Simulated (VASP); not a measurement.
A run of VASP 6.6.1 is set up as follows.

INCAR

```
SYSTEM = Cu
PREC = Accurate
ENCUT = 520
EDIFF = 1E-7
ISMEAR = 0
SIGMA = 0.1
LREAL = .False.
LASPH = .True.
NELM = 80
ALGO = Normal
ISIF = 2
LWAVE = .False.
LCHARG = .True.
LDIPOL = .True.
IDIPOL = 3
DIPOL = 0.5 0.5 0.500
GGA = PE
LELF = .True.
LVHAR = .True.
LVACPOTAV = .True.
NBANDS = 60
```

KPOINTS

```
Automatic mesh
0
Gamma
  13 10 1
  0 0 0
```

POSCAR

```
Cu
1.0
    2.5666196055      0.0000000000      0.0000000000
    0.0000000000      3.6297482556      0.0000000000
    0.0000000000      0.0000000000     25.2664784220
Cu
9
Direct
    0.5000000000      0.5000000000      0.3005818732
    0.0000000000      0.0000000000      0.3461925348
    0.5000000000      0.5000000000      0.3988726609
    0.0000000000      0.0000000000      0.4491159055
    0.5000000000      0.5000000000      0.4999999989
    0.0000000000      0.0000000000      0.5508840928
    0.5000000000      0.5000000000      0.6011273388
    0.0000000000      0.0000000000      0.6538074668
    0.5000000000      0.5000000000      0.6994181284
```

Potentials or basis: VASP PAW PBE potentials, release 64 (Cu).

Launch:

```console
$ cat potpaw_PBE.64/Cu/POTCAR > POTCAR
$ mpirun -np 1 vasp_std > vasp.out
```

**Question.** Estimate the largest force.

**Answer.** 0.031 eV/Å.

Forces in eV/Å, atoms in the order of the input:
```
Cu   0.000  0.000 -0.031
Cu   0.000  0.000  0.000
Cu   0.000  0.000 -0.005
Cu   0.000  0.000 -0.003
Cu   0.000  0.000  0.000
Cu   0.000  0.000  0.003
Cu   0.000  0.000  0.005
Cu   0.000  0.000  0.000
Cu   0.000  0.000  0.031
```
